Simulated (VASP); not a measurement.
# Na (Im-3m) in VASP: single point with LDA

Aim: the single point of Na with LDA.

Program: VASP 6.6.1. These are calculated values, not measurements. Logs are shortened: lines on timing, memory, paths and dates and some standing lists are left out, and cuts for length are marked.

## Step 1: The cell of the first run

It takes space group Im-3m (No. 229, cubic). Conventional cell: a = 4.062 Å, b = 4.062 Å, c = 4.062 Å, α = 90.00°, β = 90.00°, γ = 90.00°. Within 4.6 Å of Na (site symmetry m-3m) lie 14 Na at 3.52 to 4.06 Å.

## Step 2: Single point, LDA

The input, INCAR:

```
SYSTEM = Na
  PREC = Accurate
  ENCUT = 520
  EDIFF = 1E-7
  ISMEAR = -1
  SIGMA = 0.13605693000000002
  LREAL = .False.
  LASPH = .True.
  NELM = 80
  ALGO = Normal
  ISIF = 2
  LWAVE = .False.
  LCHARG = .False.
  NBANDS = 10
```

The input, KPOINTS:

```
Automatic mesh
0
Gamma
  11 11 11
  0 0 0
```

The input, POSCAR:

```
Na
1.0
   -2.0311377058      2.0311377058      2.0311377058
    2.0311377058     -2.0311377058      2.0311377058
    2.0311377058      2.0311377058     -2.0311377058
Na
1
Direct
    0.0000000000      0.0000000000      0.0000000000
```

Potentials or basis: VASP PAW LDA potentials, release 64 (Na_pv).

On the command line:

```bash
$ cat potpaw_LDA.64/Na_pv/POTCAR > POTCAR
$ mpirun -np 1 vasp_std > vasp.out
```

OUTCAR:

```text
SYSTEM = Na
   PREC = Accurate
   ENCUT = 520
   EDIFF = 1E-7
   ISMEAR = -1
   LREAL = .False.
   LASPH = .True.
   NELM = 80
   ISIF = 2

 ion  position               nearest neighbor table
   1  0.000  0.000  0.000-

  LATTYP: Found a body centered cubic cell.
 ALAT       =     4.0622754116

  Lattice vectors:

 A1 = (  -2.0311377058,   2.0311377058,   2.0311377058)
 A2 = (   2.0311377058,  -2.0311377058,   2.0311377058)
 A3 = (   2.0311377058,   2.0311377058,  -2.0311377058)

Analysis of symmetry for initial positions (statically):
=====================================================================
 Subroutine PRICEL returns:
 Original cell was already a primitive cell.

 Routine SETGRP: Setting up the symmetry group for a
 body centered cubic supercell.

 Subroutine GETGRP returns: Found 48 space group operations
 (whereof 48 operations were pure point group operations)
 out of a pool of 48 trial point group operations.

The static configuration has the point symmetry O_h .

Analysis of symmetry for dynamics (positions and initial velocities):
=====================================================================
 Subroutine PRICEL returns:
 Original cell was already a primitive cell.

 Routine SETGRP: Setting up the symmetry group for a
 body centered cubic supercell.

 Subroutine GETGRP returns: Found 48 space group operations
 (whereof 48 operations were pure point group operations)
 out of a pool of 48 trial point group operations.

The dynamic configuration has the point symmetry O_h .

 Subroutine INISYM returns: Found 48 space group operations
 (whereof 48 operations are pure point group operations),
 and found     1 'primitive' translations

----------------------------------------------------------------------------------------

                                     Primitive cell

  volume of cell :      33.5180

  direct lattice vectors                    reciprocal lattice vectors
    -2.031137706  2.031137706  2.031137706     0.000000000  0.246167455  0.246167455
     2.031137706 -2.031137706  2.031137706     0.246167455  0.000000000  0.246167455
     2.031137706  2.031137706 -2.031137706     0.246167455  0.246167455  0.000000000

  length of vectors
     3.518033704  3.518033704  3.518033704     0.348133354  0.348133354  0.348133354

  position of ions in fractional coordinates (direct lattice)
[... 79 lines left out ...]
   EDIFFG = 0.1E-05   stopping-criterion for IOM
   NSW    =      0    number of steps for IOM
   IBRION =     -1    ionic relax: 0-MD 1-quasi-New 2-CG
   NFREE  =      0    steps in history (QN), initial steepest desc. (CG)
   ISIF   =      2    stress and relaxation
   ISYM   =      2    0-nonsym 1-usesym 2-fastsym
   POTIM  = 0.5000    time-step for ionic-motion
   TEBEG  =    0.0;   TEEND  =   0.0 temperature during run
   PSTRESS=    0.0 pullay stress
   NELECT =       7.0000    total number of electrons
   NUPDOWN=      -1.0000    fix difference up-down
   EMIN   =  10.00;   EMAX   =-10.00  energy-range for DOS
   EFERMI =   0.00;   METHOD = LEGACY
   ISMEAR =    -1;   SIGMA  =   0.14  broadening in eV -4-tet -1-fermi 0-gaus
   EFERMI_NEDOS =   21; number of points for ismear=-14 and -15
   IALGO  =     38    algorithm
   IMIX   =      4    mixing-type and parameters
     AMIX     =   0.40;   BMIX     =  1.00
     AMIX_MAG =   1.60;   BMIX_MAG =  1.00
  volume/ion in A,a.u.               =      33.52       226.19
  Fermi-wavevector in a.u.,A,eV,Ry     =   0.971288  1.835469 12.835749  0.943401
  Thomas-Fermi vector in A             =   2.101493
   LORBIT       =      0    0 simple, 1 ext, 2 COOP (PROOUT), +10 PAW based schemes
   GGA     = CA    functional components
   LHFCALC =     F    Hartree Fock is set to
   AEXX    =    0.0000 exact exchange contribution
   IVDW    =     0    specifies the selected vdW correction
   LEPSILON=     F    determine dielectric tensor
   LRPA    =     F    only Hartree local field effects (RPA)
 non-spin polarized calculation
  energy-cutoff  :      520.00
  volume of cell :       33.52
 maximum number of plane-waves:       935
 NGX is ok and might be reduce to    28
   NGX = 13   NGY = 13   NGZ = 13

 number of electron       7.0000010 magnetization

 Free energy of the ion-electron system (eV)
  ---------------------------------------------------
  ext. energy  EPLUGINS =         0.00000000
  ---------------------------------------------------
  free energy    TOTEN  =        -1.46898996 eV

  energy without entropy =       -1.44362526  energy(sigma->0) =       -1.45630761

 E-fermi :   0.4746     XC(G=0):  -7.0170

 val. band max:        0.4217057493   @ k =  -0.3636   0.4545   0.0909
 cond. band min:       0.5657759969   @ k =   0.1818   0.1818   0.1818
 fundamental gap:      0.1440702476
 Fermi energy:         0.4746288887

 k-point     1 :       0.0000    0.0000    0.0000
  band No.  band energies     occupation
      1     -24.4130      2.00000
      2     -24.4130      2.00000
      3     -24.4130      2.00000
      4      -3.0461      2.00000
      5      12.7506      0.00000
      6      12.7506      0.00000
      7      12.7506      0.00000
      8      13.9205      0.00000
      9      13.9205      0.00000
     10      14.6252      0.00000
[... 287 lines left out ...]
 k-point    24 :       0.3636    0.1818    0.0909
  band No.  band energies     occupation
      1     -24.4553      2.00000
      2     -24.4362      2.00000
      3     -24.4209      2.00000
      4       1.9033      0.00006
      5       2.4246      0.00000
      6       5.3207      0.00000
      7       7.3205      0.00000
      8      14.5553      0.00000
      9      15.9787      0.00000
     10      17.1500      0.00000

 [... further k-points ...]

------------------------ aborting loop because EDIFF is reached ----------------------------------------

  FORCE on cell =-STRESS in cart. coord.  units (eV):
  Direction    XX          YY          ZZ          XY          YZ          ZX
  --------------------------------------------------------------------------------------
  -------------------------------------------------------------------------------------
  Total       -0.0111466     -0.0111466     -0.0111466      0.0000000      0.0000000     -0.0000000
  in kB       -0.5328116     -0.5328116     -0.5328116      0.0000000      0.0000000     -0.0000000
  external PRESSURE =      -0.5328116 kB  Pullay stress =       0.0000000 kB

 VOLUME and BASIS-vectors are now :
 -----------------------------------------------------------------------------
  energy-cutoff  :      520.00
  volume of cell :       33.52
      direct lattice vectors                 reciprocal lattice vectors
    -2.031137706  2.031137706  2.031137706     0.000000000  0.246167455  0.246167455
     2.031137706 -2.031137706  2.031137706     0.246167455  0.000000000  0.246167455
     2.031137706  2.031137706 -2.031137706     0.246167455  0.246167455  0.000000000

 POSITION                                       TOTAL-FORCE (eV/Angst)
 -----------------------------------------------------------------------------------
      0.00000      0.00000      0.00000         0.000000     -0.000000      0.000000
 -----------------------------------------------------------------------------------
    total drift:                                0.000000     -0.000000      0.000000

  FREE ENERGIE OF THE ION-ELECTRON SYSTEM (eV)
  ---------------------------------------------------
  free  energy   TOTEN  =        -1.4689899640 eV

  energy  without entropy=       -1.4436252614  energy(sigma->0) =       -1.45630761
```

OSZICAR:

```text
N       E                     dE             d eps       ncg     rms          rms(c)
DAV:   1     0.286516636504E+02    0.28652E+02   -0.37618E+03  1130   0.582E+02
DAV:   2    -0.823360132401E+00   -0.29475E+02   -0.29315E+02  1144   0.153E+02
DAV:   3    -0.146664833338E+01   -0.64329E+00   -0.64281E+00  1402   0.239E+01
DAV:   4    -0.147107643604E+01   -0.44281E-02   -0.44278E-02  1322   0.192E+00
DAV:   5    -0.147113614711E+01   -0.59711E-04   -0.59710E-04  1310   0.222E-01    0.208E-01
DAV:   6    -0.146977488901E+01    0.13613E-02   -0.81747E-04  1316   0.375E-01    0.135E-01
DAV:   7    -0.146900475462E+01    0.77013E-03   -0.11765E-03  1266   0.377E-01    0.219E-02
DAV:   8    -0.146898962792E+01    0.15127E-04   -0.91539E-05  1324   0.156E-01    0.257E-03
DAV:   9    -0.146898990861E+01   -0.28069E-06   -0.43610E-07  1332   0.694E-03    0.109E-03
DAV:  10    -0.146898996396E+01   -0.55345E-07   -0.68481E-08  1286   0.213E-03
   1 F= -.14689900E+01 E0= -.14563076E+01  d E =-.253647E-01
```

stdout:

```text
POSCAR found type information on POSCAR Na
 POSCAR found :  1 types and       1 ions
 scaLAPACK will be used
 LDA part: xc-table for (Slater(with rela. corr.)+CA(PZ))
 , standard interpolation
 POSCAR, INCAR and KPOINTS ok, starting setup
 FFT: planning ... GRIDC
 FFT: planning ... GRID_SOFT
 FFT: planning ... GRID
 WAVECAR not read
 entering main loop
```

Wall time 7.8 s (1 thread of AMD EPYC 9R14 (Zen 4), shared host); peak memory 0.11 GiB.

Results:

| Item | Value |
| --- | --- |
| Free energy | -1.4690 eV |
| Pressure | -0.1 GPa |
